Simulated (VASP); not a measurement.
A run of VASP 6.6.1:

INCAR

```
  PREC = Accurate
  ENCUT = 520
  EDIFF = 1E-7
  ISMEAR = -1
  SIGMA = 0.1
  LREAL = False
  LASPH = True
  NELM = 80
  ALGO = Normal
  ISIF = 2
  LWAVE = False
  LCHARG = True
  GGA = PE
  LELF = True
  LVHAR = True
  NBANDS = 19
```

The input KPOINTS:

```
Automatic mesh
0
Gamma
  18 18 10
```

File POSCAR:

```
Ti
1.0
    2.3250371958      0.0000000000      0.0000000000
   -1.1625185979      2.0135412763      0.0000000000
    0.0000000000      0.0000000000      4.3636019982
Ti
2
Direct
    0.3333333333      0.6666666667      0.2500000000
    0.6666666667      0.3333333333      0.7500000000
```

Potentials or basis: VASP PAW PBE potentials, release 64 (Ti_sv).

Launch:

```console
$ cat potpaw_PBE.64/Ti_sv/POTCAR > POTCAR
$ mpirun -np 1 vasp_std > vasp.out
```

Hardware: 1 thread of Intel(R) Xeon(R) 6975P-C (Granite Rapids), on a shared host.

Q: How long does it take, and how much memory?

A: Wall time 38 s on 1 thread of Intel(R) Xeon(R) 6975P-C (Granite Rapids), on a shared host, peak memory 0.17 GiB. Counts: scf iterations 15, k points 222.
